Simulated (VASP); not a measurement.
A run of VASP 6.6.1 is set up as follows.

File INCAR:

```
  PREC = Accurate
  ENCUT = 520
  EDIFF = 1E-6
  ISMEAR = -1
  SIGMA = 0.02
  LREAL = False
  LASPH = True
  NELM = 60
  ALGO = Normal
  ISIF = 2
  LWAVE = False
  LCHARG = False
  GGA = PE
  NBANDS = 12
```

KPOINTS

```
Automatic mesh
0
Gamma
  10 10 10
```

Contents of POSCAR:

```
LiF
1.0
    0.0000000000      2.1008604840      2.2064371765
    2.1008604840      0.0000000000      2.2064371765
    2.1008604840      2.1008604840      0.0000000000
Li F
1 1
Direct
    0.0000000000      0.0000000000      0.0000000000
    0.2500000000      0.2500000000      0.2500000000
```

Potentials or basis: VASP PAW PBE potentials, release 64 (Li_sv, F).

Command:

```console
$ cat potpaw_PBE.64/Li_sv/POTCAR potpaw_PBE.64/F/POTCAR > POTCAR
$ mpirun -np 1 vasp_std > vasp.out
```

Problem. Estimate the band gap on the k mesh.

Solution. 7.95 eV, direct.

Caveat: the cell differs from its parent crystal (epitaxial xy strain -2.0%). A k mesh can miss the band edges.
